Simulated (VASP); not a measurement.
A run of VASP 6.6.1 is set up as follows.

INCAR

```
ALGO = Normal ; EDIFF = 1E-6
ENCUT = 500 ; GGA = PS
GGA_COMPAT = False ; ISIF = 2
ISMEAR = 0 ; LASPH = True
LCHARG = True ; LDAU = True
LDAUJ = 0 ; LDAUL = 2
LDAUPRINT = 1 ; LDAUTYPE = 2
LDAUU = 4 ; LELF = True
LMAXMIX = 4 ; LREAL = False
LVHAR = True ; LWAVE = False
NBANDS = 10 ; NELM = 200
PREC = Accurate ; SIGMA = 0.1
```

KPOINTS

```
k-points
0
Gamma
  15 15 15
```

File POSCAR:

```
Ir
1.0
    2.7083818999      0.0000000000      0.0000000000
   -1.3541909500      2.3455275285      0.0000000000
    1.3541909500      0.7818425095      2.2113845611
Ir
1
Direct
    0.0000000000      0.0000000000      0.0000000000
```

Potentials or basis: VASP PAW PBE potentials, release 64 (Ir).

Command:

```console
$ cat potpaw_PBE.64/Ir/POTCAR > POTCAR
$ mpirun -np 1 vasp_std > vasp.out
```

(1) Estimate the pressure.

Answers

(1) -16.0 GPa.

Caveat: the PAW data sets were made with another functional, which shifts forces and pressure a little; U without spin polarisation on a metal has little footing; the U is typed as a test and isn't derived for this compound.
